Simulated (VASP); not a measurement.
# AgRh (P-6m2) in VASP: notebook

AgRh is run at these levels: PBE; tasks: single point.

Everything below comes from runs of VASP 6.6.1. Logs are shortened: lines on timing, memory, paths and dates and some standing lists are left out, and cuts for length are marked.

## Step 1: The cell of the first run

It takes space group P-6m2 (No. 187, hexagonal). The conventional cell has a = 2.867 Å, b = 2.867 Å, c = 4.964 Å, α = 90.00°, β = 90.00°, γ = 120.00°. Ag (site symmetry -6m2) has 6 Ag at 2.87 Å and 6 Rh at 2.98 Å within 3.8 Å. Within 3.8 Å of Rh (site symmetry -6m2) lie 6 Rh at 2.87 Å and 6 Ag at 2.98 Å.

## Step 2: Single point, PBE, collinear spin, ferromagnetic start (volume scaled by 1.1)

INCAR

```
SYSTEM = AgRh
  PREC = Accurate
  ENCUT = 520
  EDIFF = 1E-7
  ISMEAR = -1
  SIGMA = 0.05
  LREAL = .False.
  LASPH = .True.
  NELM = 150
  ALGO = Normal
  ISIF = 2
  LWAVE = .False.
  LCHARG = .True.
  ISPIN = 2
  MAGMOM = 0 1
  LORBIT = 11
  LMAXMIX = 4
  GGA = PE
  LELF = .True.
  LVHAR = .True.
  NBANDS = 24
```

KPOINTS

```
regular mesh
0
Gamma
  14 14 7
  0 0 0
```

POSCAR

```
AgRh
1.0
    2.8672490676      0.0000000000      0.0000000000
   -1.4336245338      2.4831105315      0.0000000000
    0.0000000000      0.0000000000      4.9638242277
Ag Rh
1 1
Direct
    0.0000000000      0.0000000000      0.5000000000
    0.6666666667      0.3333333333      0.0000000000
```

Potentials or basis: VASP PAW PBE potentials, release 64 (Ag, Rh_pv).

Run with:

```console
> cat potpaw_PBE.64/Ag/POTCAR potpaw_PBE.64/Rh_pv/POTCAR > POTCAR
> mpirun -np 1 vasp_std > vasp.out
```

OUTCAR:

```text
SYSTEM = AgRh
   PREC = Accurate
   ENCUT = 520
   EDIFF = 1E-7
   ISMEAR = -1
   LREAL = .False.
   LASPH = .True.
   NELM = 150
   ISIF = 2
   ISPIN = 2
   LORBIT = 11
   GGA = PE

 ion  position               nearest neighbor table
   1  0.000  0.000  0.500-   2 2.98   2 2.98   2 2.98   2 2.98   2 2.98   2 2.98
   2  0.667  0.333  0.000-   1 2.98   1 2.98   1 2.98   1 2.98   1 2.98   1 2.98

  LATTYP: Found a hexagonal cell.
 ALAT       =     2.8672490676
 C/A-ratio  =     1.7312148720

  Lattice vectors:

 A1 = (   2.8672490676,   0.0000000000,   0.0000000000)
 A2 = (  -1.4336245338,   2.4831105315,   0.0000000000)
 A3 = (   0.0000000000,   0.0000000000,   4.9638242277)

Analysis of symmetry for initial positions (statically):
=====================================================================
 Subroutine PRICEL returns:
 Original cell was already a primitive cell.

 Routine SETGRP: Setting up the symmetry group for a
 hexagonal supercell.

 Subroutine GETGRP returns: Found 12 space group operations
 (whereof 12 operations were pure point group operations)
 out of a pool of 24 trial point group operations.

The static configuration has the point symmetry D_3h.

Analysis of symmetry for dynamics (positions and initial velocities):
=====================================================================
 Subroutine PRICEL returns:
 Original cell was already a primitive cell.

 Routine SETGRP: Setting up the symmetry group for a
 hexagonal supercell.

 Subroutine GETGRP returns: Found 12 space group operations
 (whereof 12 operations were pure point group operations)
 out of a pool of 24 trial point group operations.

The dynamic configuration has the point symmetry D_3h.

Analysis of structural, dynamic, and magnetic symmetry:
=====================================================================
 Subroutine PRICEL returns:
 Original cell was already a primitive cell.

 Routine SETGRP: Setting up the symmetry group for a
 hexagonal supercell.

 Subroutine GETGRP returns: Found 12 space group operations
 (whereof 12 operations were pure point group operations)
 out of a pool of 24 trial point group operations.

The overall configuration has the point symmetry D_3h.

 Subroutine INISYM returns: Found 12 space group operations
 (whereof 12 operations are pure point group operations),
 and found     1 'primitive' translations

----------------------------------------------------------------------------------------

                                     Primitive cell

  volume of cell :      35.3409

  direct lattice vectors                    reciprocal lattice vectors
     2.867249068  0.000000000  0.000000000     0.348766353  0.201360348  0.000000000
    -1.433624534  2.483110531  0.000000000     0.000000000  0.402720695  0.000000000
     0.000000000  0.000000000  4.963824228     0.000000000  0.000000000  0.201457577

  length of vectors
     2.867249068  2.867249068  4.963824228     0.402720695  0.402720695  0.201457577

  position of ions in fractional coordinates (direct lattice)
     0.000000000  0.000000000  0.500000000
     0.666666667  0.333333333  0.000000000

  ion indices of the primitive-cell ions
   primitive index   ion index
                 1           1
                 2           2

----------------------------------------------------------------------------------------

 KPOINTS: regular mesh

Automatic generation of k-mesh.
 Grid dimensions read from file:
 generate k-points for:   14   14    7

 Generating k-lattice:

  Cartesian coordinates                     Fractional coordinates (reciprocal lattice)
     0.024911882  0.014382882  0.000000000     0.071428571  0.000000000  0.000000000
     0.000000000  0.028765764  0.000000000     0.000000000  0.071428571  0.000000000
     0.000000000  0.000000000  0.028779654     0.000000000  0.000000000  0.142857143

  Length of vectors
     0.028765764  0.028765764  0.028779654

  Shift w.r.t. Gamma in fractional coordinates (k-lattice)
     0.000000000  0.000000000  0.000000000

 Subroutine IBZKPT returns following result:
 ===========================================

 Found     96 irreducible k-points:

 Following reciprocal coordinates:
            Coordinates               Weight
  0.000000  0.000000  0.000000      1.000000
  0.071429  0.000000  0.000000      6.000000
  0.142857  0.000000  0.000000      6.000000
  0.214286  0.000000  0.000000      6.000000
  0.285714  0.000000  0.000000      6.000000
  0.357143  0.000000  0.000000      6.000000
[... 16 lines left out ...]
  0.285714  0.285714  0.000000      6.000000
  0.357143  0.285714  0.000000      6.000000
 [... further k-points ...]
   k-points           NKPTS =     96   k-points in BZ     NKDIM =     96   number of bands    NBANDS=     24
   number of dos      NEDOS =    301   number of ions     NIONS =      2
   total plane-waves  NPLWV =  23040
   dimension x,y,z NGX =    24 NGY =   24 NGZ =   40
   dimension x,y,z NGXF=    48 NGYF=   48 NGZF=   80
   ions per type =               1   1
   NGX,Y,Z   is equivalent  to a cutoff of  13.92, 13.92, 13.40 a.u.
   NGXF,Y,Z  is equivalent  to a cutoff of  27.83, 27.83, 26.79 a.u.
 SYSTEM =  AgRh
   PREC   = accura    normal or accurate (medium, high low for compatibility)
   ISTART =      0    job   : 0-new  1-cont  2-samecut
   ICHARG =      2    charge: 1-file 2-atom 10-const
   ISPIN  =      2    spin polarized calculation?
   LNONCOLLINEAR =      F non collinear calculations
   LSORBIT =      F    spin-orbit coupling
   LASPH  =      T    aspherical Exc in radial PAW
   ENCUT  =  520.0 eV  38.22 Ry    6.18 a.u.   5.33  5.33  9.23*2*pi/ulx,y,z
   NELM   =    150;   NELMIN=  2; NELMDL= -5     # of ELM steps
   EDIFF  = 0.1E-06   stopping-criterion for ELM
   LREAL  =      F    real-space projection
   EDIFFG = 0.1E-05   stopping-criterion for IOM
   NSW    =      0    number of steps for IOM
   IBRION =     -1    ionic relax: 0-MD 1-quasi-New 2-CG
   NFREE  =      0    steps in history (QN), initial steepest desc. (CG)
   ISIF   =      2    stress and relaxation
   ISYM   =      2    0-nonsym 1-usesym 2-fastsym
   POTIM  = 0.5000    time-step for ionic-motion
   TEBEG  =    0.0;   TEEND  =   0.0 temperature during run
   PSTRESS=    0.0 pullay stress
   NELECT =      26.0000    total number of electrons
   NUPDOWN=      -1.0000    fix difference up-down
   EMIN   =  10.00;   EMAX   =-10.00  energy-range for DOS
   EFERMI =   0.00;   METHOD = LEGACY
   ISMEAR =    -1;   SIGMA  =   0.05  broadening in eV -4-tet -1-fermi 0-gaus
   EFERMI_NEDOS =   21; number of points for ismear=-14 and -15
   IALGO  =     38    algorithm
   IMIX   =      4    mixing-type and parameters
     AMIX     =   0.40;   BMIX     =  1.00
     AMIX_MAG =   1.60;   BMIX_MAG =  1.00
  volume/ion in A,a.u.               =      17.67       119.25
  Fermi-wavevector in a.u.,A,eV,Ry     =   1.477883  2.792794 29.716995  2.184138
  Thomas-Fermi vector in A             =   2.592232
   LORBIT       =     11    0 simple, 1 ext, 2 COOP (PROOUT), +10 PAW based schemes
   GGA     = PE    functional components
   LHFCALC =     F    Hartree Fock is set to
   AEXX    =    0.0000 exact exchange contribution
   IVDW    =     0    specifies the selected vdW correction
   LEPSILON=     F    determine dielectric tensor
   LRPA    =     F    only Hartree local field effects (RPA)
 spin polarized calculation
  energy-cutoff  :      520.00
  volume of cell :       35.34
 maximum number of plane-waves:       991
 NGX is ok and might be reduce to    24
   NGX = 11   NGY = 11   NGZ = 19

 number of electron      25.9999999 magnetization       0.5130896

 Free energy of the ion-electron system (eV)
  ---------------------------------------------------
  ext. energy  EPLUGINS =         0.00000000
  ---------------------------------------------------
  free energy    TOTEN  =        -9.30094167 eV

  energy without entropy =       -9.28075676  energy(sigma->0) =       -9.29084921

 E-fermi :   7.5361     XC(G=0): -12.2150

 val. band max:        7.5280436706   @ k =   0.4286   0.0714   0.0000
 cond. band min:       7.5401737967   @ k =   0.5000   0.0000   0.1429
 fundamental gap:      0.0121301261
 Fermi energy:         7.5360778970

 spin component 1

 k-point     1 :       0.0000    0.0000    0.0000
  band No.  band energies     occupation
      1     -38.2573      1.00000
      2     -38.2529      1.00000
      3     -38.2529      1.00000
      4       0.9763      1.00000
      5       2.3123      1.00000
      6       3.5495      1.00000
[... 16 lines left out ...]
     23      29.8526      0.00000
     24      29.8526      0.00000

 k-point     2 :       0.0714    0.0000    0.0000
  band No.  band energies     occupation
      1     -38.2670      1.00000
      2     -38.2563      1.00000
      3     -38.2555      1.00000
      4       1.1254      1.00000
      5       2.3964      1.00000
      6       3.4973      1.00000
[... 586 lines left out ...]
 k-point    24 :       0.3571    0.2857    0.0000
  band No.  band energies     occupation
      1     -38.4698      1.00000
      2     -38.4276      1.00000
      3     -38.2162      1.00000
      4       2.9598      1.00000
      5       3.1520      1.00000
      6       3.4985      1.00000
[... 16 lines left out ...]
     23      29.1032      0.00000
     24      30.9736      0.00000

 [... further k-points ...]

 spin component 2

 k-point     1 :       0.0000    0.0000    0.0000
  band No.  band energies     occupation
      1     -37.9014      1.00000
      2     -37.9014      1.00000
      3     -37.7594      1.00000
      4       0.9880      1.00000
      5       2.3292      1.00000
      6       3.5560      1.00000
[... 16 lines left out ...]
     23      29.8989      0.00000
     24      29.8989      0.00000

 k-point     2 :       0.0714    0.0000    0.0000
  band No.  band energies     occupation
      1     -37.9157      1.00000
      2     -37.9049      1.00000
      3     -37.7575      1.00000
      4       1.1376      1.00000
      5       2.4124      1.00000
      6       3.5048      1.00000
[... 586 lines left out ...]
 k-point    24 :       0.3571    0.2857    0.0000
  band No.  band energies     occupation
      1     -38.1215      1.00000
      2     -38.0787      1.00000
      3     -37.7176      1.00000
      4       3.0324      1.00000
      5       3.1688      1.00000
      6       3.5206      1.00000
[... 16 lines left out ...]
     23      29.7214      0.00000
     24      30.9949      0.00000

 [... further k-points ...]
[... 5 lines left out ...]
  --------------------------------------------------------------------------------------
  -------------------------------------------------------------------------------------
  Total       -2.8967992     -2.8967992     -2.5644600      0.0000000     -0.0000000     -0.0000000
  in kB     -131.3261193   -131.3261193   -116.2595507      0.0000000     -0.0000000     -0.0000000
  external PRESSURE =    -126.3039298 kB  Pullay stress =       0.0000000 kB

 VOLUME and BASIS-vectors are now :
 -----------------------------------------------------------------------------
  energy-cutoff  :      520.00
  volume of cell :       35.34
      direct lattice vectors                 reciprocal lattice vectors
     2.867249068  0.000000000  0.000000000     0.348766353  0.201360348  0.000000000
    -1.433624534  2.483110531  0.000000000     0.000000000  0.402720695  0.000000000
     0.000000000  0.000000000  4.963824228     0.000000000  0.000000000  0.201457577

 POSITION                                       TOTAL-FORCE (eV/Angst)
 -----------------------------------------------------------------------------------
      0.00000      0.00000      2.48191        -0.000000      0.000000      0.000000
      1.43362      0.82770      0.00000         0.000000     -0.000000      0.000000
 -----------------------------------------------------------------------------------
    total drift:                               -0.000000      0.000000      0.000000

  FREE ENERGIE OF THE ION-ELECTRON SYSTEM (eV)
  ---------------------------------------------------
  free  energy   TOTEN  =        -9.3009416700 eV

  energy  without entropy=       -9.2807567589  energy(sigma->0) =       -9.29084921

 total charge

# of ion       s       p       d       tot
------------------------------------------
    1        0.393   0.283   9.151   9.828
    2        0.320   6.148   7.048  13.516
--------------------------------------------------
tot          0.713   6.431  16.199  23.344

 magnetization (x)

# of ion       s       p       d       tot
------------------------------------------
    1       -0.004  -0.008   0.022   0.010
    2        0.001  -0.001   0.512   0.512
--------------------------------------------------
tot         -0.003  -0.009   0.534   0.521
```

Wall time 3.5 min (1 thread of Intel Xeon 8259CL, shared host); peak memory 0.27 GiB.

What came out:

| Property | Result |
| --- | --- |
| Free energy | -9.3009 eV |
| Pressure | -12.6 GPa |
| Net moment | 0.51 μB per cell |
| Site moments | Ag +0.01; Rh +0.51 μB |
| Valence electrons inside the program's atomic spheres | Ag 9.83; Rh 13.52 |

Stress tensor (GPa, compression positive):
```
-13.13   0.00   0.00
  0.00 -13.13   0.00
  0.00   0.00 -11.63
```

Levels at points of the mesh, in eV from the Fermi level:
Spin up:
| k point | band 10 | band 11 | band 12 | band 13 | band 14 | band 15 | band 16 | band 17 |
| --- | --- | --- | --- | --- | --- | --- | --- | --- |
| (0.00, 0.00, 0.00) | -2.98 | -1.73 | -1.73 | -0.22 | -0.22 | 0.34 | 4.59 | 16.38 |
| (0.50, 0.00, 0.00) | -2.25 | -1.48 | -0.42 | 0.73 | 1.65 | 3.56 | 7.76 | 8.10 |
Spin down:
| k point | band 10 | band 11 | band 12 | band 13 | band 14 | band 15 | band 16 | band 17 |
| --- | --- | --- | --- | --- | --- | --- | --- | --- |
| (0.00, 0.00, 0.00) | -2.82 | -1.47 | -1.47 | 0.31 | 0.31 | 0.36 | 4.73 | 16.34 |
| (0.50, 0.00, 0.00) | -2.17 | -1.30 | 0.07 | 1.03 | 1.69 | 3.66 | 7.79 | 8.18 |

## Step 3: Single point, PBE, collinear spin, ferromagnetic start (volume scaled by 1.25)

INCAR

```
SYSTEM = AgRh
PREC = Accurate
ENCUT = 520
EDIFF = 1E-6
ISMEAR = -1
SIGMA = 0.05
LREAL = .False.
LASPH = .True.
NELM = 150
ALGO = Normal
ISIF = 2
LWAVE = .False.
LCHARG = .False.
ISPIN = 2
MAGMOM = 0 1
LORBIT = 11
LMAXMIX = 4
GGA = PE
NBANDS = 24
```

KPOINTS is that of step 2.

POSCAR

```
AgRh
1.0
    2.9920661862      0.0000000000      0.0000000000
   -1.4960330931      2.5912053270      0.0000000000
    0.0000000000      0.0000000000      5.1799094797
Ag Rh
1 1
Direct
    0.0000000000      0.0000000000      0.5000000000
    0.6666666667      0.3333333333      0.0000000000
```

Potentials or basis: VASP PAW PBE potentials, release 64 (Ag, Rh_pv).

Run with:

```console
> cat potpaw_PBE.64/Ag/POTCAR potpaw_PBE.64/Rh_pv/POTCAR > POTCAR
> mpirun -np 1 vasp_std > vasp.out
```

It took 3.5 min on 1 thread of Intel Xeon 8259CL, shared host; peak memory 0.28 GiB.

It converged, with:

```yaml
Free_energy: -8.8073 eV
Pressure: -19.0 GPa
Net_moment: 0.66 μB per cell
Site_moments: Ag +0.00; Rh +0.67 μB
Valence_electrons_inside_the_program's_atomic_spheres: Ag 9.73; Rh 13.42
```

Stress tensor (GPa, compression positive):
```
-19.93   0.00   0.00
  0.00 -19.93   0.00
  0.00   0.00 -17.10
```

Levels at points of the mesh, in eV from the Fermi level:
Spin up:
```
           k point  band 10  band 11  band 12  band 13  band 14  band 15  band 16  band 17
(0.00, 0.00, 0.00)    -2.60    -1.54    -1.54    -0.36    -0.36     0.58     3.81    15.93
(0.50, 0.00, 0.00)    -2.23    -1.27    -0.54     0.45     1.49     3.09     7.01     7.47
```
Spin down:
| k point | band 11 | band 12 | band 13 | band 14 | band 15 | band 16 |
| --- | --- | --- | --- | --- | --- | --- |
| (0.00, 0.00, 0.00) | -1.17 | -1.17 | 0.30 | 0.30 | 0.59 | 3.98 |
| (0.50, 0.00, 0.00) | -1.03 | 0.08 | 0.87 | 1.52 | 3.22 | 7.04 |

## Step 4: Single point, PBE, collinear spin, ferromagnetic start (volume scaled by 1.25)

INCAR

```
  ALGO = Normal
  EDIFF = 1E-7
  ENCUT = 520
  GGA = PE
  ISIF = 2
  ISMEAR = -1
  ISPIN = 2
  LASPH = T
  LCHARG = F
  LMAXMIX = 4
  LORBIT = 11
  LREAL = F
  LWAVE = F
  MAGMOM = 0 1
  NBANDS = 24
  NELM = 150
  PREC = Accurate
  SIGMA = 0.05
```

KPOINTS

```
k-points
0
Gamma
  14 14 7
```

POSCAR is that of step 3.

Run with:

```console
> cat potpaw_PBE.64/Ag/POTCAR potpaw_PBE.64/Rh_pv/POTCAR > POTCAR
> mpirun -np 1 vasp_std > vasp.out
```

Run time: 3.4 min. Hardware: 1 thread of Intel Xeon 8259CL, shared host; peak memory 0.28 GiB.

It converged, with:

```yaml
Free_energy: -8.8073 eV
Pressure: -19.0 GPa
Net_moment: 0.66 μB per cell
Site_moments: Ag +0.00; Rh +0.67 μB
Valence_electrons_inside_the_program's_atomic_spheres: Ag 9.73; Rh 13.42
```

Stress tensor (GPa, compression positive):
```
-19.93   0.00   0.00
  0.00 -19.93   0.00
  0.00   0.00 -17.09
```

Levels at points of the mesh, in eV from the Fermi level:
Spin up:
| k point | band 11 | band 12 | band 13 | band 14 | band 15 | band 16 |
| --- | --- | --- | --- | --- | --- | --- |
| (0.00, 0.00, 0.00) | -1.54 | -1.54 | -0.36 | -0.36 | 0.58 | 3.81 |
| (0.50, 0.00, 0.00) | -1.27 | -0.54 | 0.45 | 1.49 | 3.09 | 7.01 |
Spin down:
```tsv
k point	band 11	band 12	band 13	band 14	band 15	band 16
(0.00, 0.00, 0.00)	-1.17	-1.17	0.30	0.30	0.59	3.98
(0.50, 0.00, 0.00)	-1.03	0.08	0.87	1.52	3.22	7.04
```
